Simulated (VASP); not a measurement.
Write the native input for VASP 6.6.1 that does the following.

| Quantity | Value |
| --- | --- |
| Task | single point |
| Functional | PBE |
| Potentials or basis | VASP PAW PBE potentials, release 64 (Sn_d, Se) |
| Cutoff | 500 eV |
| k mesh | 11 × 11 × 11 |
| Occupations | fermi-dirac, width 0.05 eV |
| Spin | no spin polarisation |
| Dipole correction | no |
| Further INCAR settings | ALGO = Normal; EDIFF = 1e-06; NBANDS = 17 |

The structure of SnSe (zincblende type) lies in POSCAR:

```
SnSe
1.0
    0.0000000000      3.3197879068      3.3197879068
    3.3197879068      0.0000000000      3.3197879068
    3.3197879068      3.3197879068      0.0000000000
Sn Se
1 1
Direct
    0.0000000000      0.0000000000      0.0000000000
    0.2500000000      0.2500000000      0.2500000000
```

This cell differs from its parent crystal: volume scaled by 0.94.

These files were run (other wordings do the same):

INCAR

```
PREC     = Accurate       # precision mode
ENCUT    = 500            # plane-wave cutoff, eV
EDIFF    = 1E-6           # SCF threshold, eV
ISMEAR   = -1             # smearing method
SIGMA    = 0.05           # smearing width, eV
LREAL    = F              # projectors in reciprocal space
LASPH    = T              # aspherical terms in the spheres
NELM     = 120            # most SCF steps
ALGO     = Normal         # electronic algorithm
ISIF     = 2              # what is computed and relaxed
LWAVE    = F              # write WAVECAR
LCHARG   = F              # write CHGCAR
GGA      = PE             # functional
NBANDS   = 17             # bands
GGA_COMPAT= F
```

KPOINTS

```
Automatic mesh
0
Gamma
  11 11 11
```

Potentials or basis: VASP PAW PBE potentials, release 64 (Sn_d, Se).

The run is started by

```console
$ cat potpaw_PBE.64/Sn_d/POTCAR potpaw_PBE.64/Se/POTCAR > POTCAR
$ mpirun -np 1 vasp_std > vasp.out
```

It gave:

| Item | Value |
| --- | --- |
| Pressure | 2.1 GPa |
| Band gap on the k mesh | zero (band 10 reaches 3.34 eV, above the bottom of band 11 at 3.29 eV) |

Caveat: spin-orbit coupling is left out, which moves the levels of the heavy elements.

It took 58 s on 1 thread of AMD EPYC 9R45 (Zen 5), with other jobs on the host, peak memory 0.2 GiB.
